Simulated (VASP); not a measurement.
Wanted: the native input for a VASP 6.6.1 run.

```
Task                   : single point
Functional             : PBE
Potentials or basis    : VASP PAW PBE potentials, release 64 (In_d, H)
Cutoff                 : 520 eV
k mesh                 : 24 × 24 × 14
Occupations            : gaussian, width 0.1 eV
Spin                   : no spin polarisation
Dipole correction      : no
Further INCAR settings : ALGO = Normal; EDIFF = 1e-06; NBANDS = 14
```

The structure of InH lies in POSCAR:

```
InH
1.0
    3.1690469742      0.0000000000      0.0000000000
   -1.5845234871      2.7444751855      0.0000000000
    0.0000000000      0.0000000000      3.8952603092
In H
1 1
Direct
    0.0000000000      0.0000000000      0.5000000000
    0.0000000000      0.0000000000      0.0000000000
```

The input as run:

INCAR

```
PREC = Accurate ; ENCUT = 520
EDIFF = 1E-6 ; ISMEAR = 0
SIGMA = 0.1 ; LREAL = F
LASPH = T ; NELM = 100
ALGO = Normal ; ISIF = 2
LWAVE = F ; LCHARG = F
GGA = PE ; NBANDS = 14
```

KPOINTS

```
regular mesh
0
Gamma
  24 24 14
```

Potentials or basis: VASP PAW PBE potentials, release 64 (In_d, H).

Launch:

```console
$ cat potpaw_PBE.64/In_d/POTCAR potpaw_PBE.64/H/POTCAR > POTCAR
$ mpirun -np 1 vasp_std > vasp.out
```

Results of the run:

* Pressure: -0.1 GPa
* Band gap on the k mesh: zero (band 7 reaches 6.15 eV, above the bottom of band 8 at 3.55 eV)

Caveat: spin-orbit coupling is left out, which moves the levels of the heavy elements.

Wall time 110 s on 1 thread of Intel(R) Xeon(R) Platinum 8488C (Sapphire Rapids), with other jobs on the host, peak memory 0.33 GiB.
